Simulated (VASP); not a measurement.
Set up this calculation in VASP 6.6.1, as the native input.

| Property | Result |
| --- | --- |
| Task | single point |
| Functional | PBE |
| Potentials or basis | VASP PAW PBE potentials, release 64 (Hf_pv, Cl) |
| Cutoff | 520 eV |
| k mesh | 2 × 2 × 2 |
| Occupations | gaussian, width 0.1 eV |
| Spin | no spin polarisation |
| Dipole correction | no |
| Further INCAR settings | ALGO = Normal; EDIFF = 1e-06; NBANDS = 65 |

The structure of HfCl6 lies in POSCAR:

```
HfCl6
1.0
    1.4058052347      0.0187745997     -6.1609733312
    0.2118327187     -8.2733090782      0.0544565847
  -11.5715993277      0.2910694533      1.1267634645
Hf Cl
2 12
Direct
    0.2552031377      0.1520983943      1.0044413933
    0.7477046194      0.8580216081      0.9939884297
    0.7762960100      0.7787186140      0.5305680498
    0.6563099862      0.6078078137      0.3967623433
    0.2390673653      0.1800015442      0.4865102782
    0.3118471265      0.3832523006      0.5937314097
    0.4803346637      0.3332358099      0.1519107266
    0.0420671206      0.3333143509      0.8722296404
    1.0017245099      0.1013390467      0.1263557238
    0.5068551994      0.1008741242      0.8797675444
    0.5241130625      0.6764079730      0.8465634587
    0.9610312568      0.6772551155      0.1267487960
    0.0014650176      0.9087021317      0.8718566905
    0.4959809244      0.9089711731      0.1185655158
```

These files were run (other wordings do the same):

INCAR

```
PREC = Accurate
ENCUT = 520
EDIFF = 1E-6
ISMEAR = 0
SIGMA = 0.1
LREAL = False
LASPH = True
NELM = 100
ALGO = Normal
ISIF = 2
LWAVE = False
LCHARG = False
GGA = PE
NBANDS = 65
```

KPOINTS

```
Automatic mesh
0
Gamma
  2 2 2
```

Potentials or basis: VASP PAW PBE potentials, release 64 (Hf_pv, Cl).

Run with:

```console
$ cat potpaw_PBE.64/Hf_pv/POTCAR potpaw_PBE.64/Cl/POTCAR > POTCAR
$ mpirun -np 1 vasp_std > vasp.out
```

Results of the run:

```
Pressure               : -0.3 GPa
Largest force          : 0.172 eV/Å
Band gap on the k mesh : 2.88 eV, indirect (least direct gap 2.91 eV)
```

Caveat: the k points lie up to 0.52 Å⁻¹ apart; spin-orbit coupling is left out, which moves the levels of the heavy elements.

It took 4.7 min on 1 thread of AMD EPYC 9R45 96-Core Processor (Zen 5) (shared host), peak memory 0.67 GiB.
